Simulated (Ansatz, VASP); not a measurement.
# V in VASP and in Ansatz

```xyz
6
Lattice="2.5955 0.0000 0.0000 -0.8652 2.4471 0.0000 0.0000 0.0000 25.5961" Properties=species:S:1:pos:R:3 pbc="T T T"
V     0.8652    1.2235    7.6274
V     0.0000    0.0000    9.6243
V     0.8652    1.2235   11.7455
V     0.0000    0.0000   13.8506
V     0.8652    1.2235   15.9718
V     0.0000    0.0000   17.9687
```

Alike in both runs: functional PBE; k mesh 14 × 14 × 1; occupations gaussian, width 0.1 eV; no spin polarisation.

Ansatz relaxed the structure, and its values are those at the end. VASP's run is a single point on that final structure, the one shown.

|  | VASP | Ansatz |
| --- | --- | --- |
| version | VASP 6.6.1 | Ansatz 0.2.0 |
| potentials or method | VASP PAW PBE potentials, release 64 (V_sv), cutoff 520 eV | scalar-relativistic, plane waves, PAW |
| valence electrons in the cell | 78 | 78 |

```tsv
	VASP	Ansatz	Ansatz less VASP
gap on the k mesh at the Fermi level (eV)	none	none	-
rms of the force components (eV/Å)	0.007	0.000	-0.0070
```

A gap of «none» marks a metal or a gap that the smearing closes. The functional is the same, so the differences come from potentials, cutoffs and numerics. Ansatz's warnings: xc potential rough in thin density.
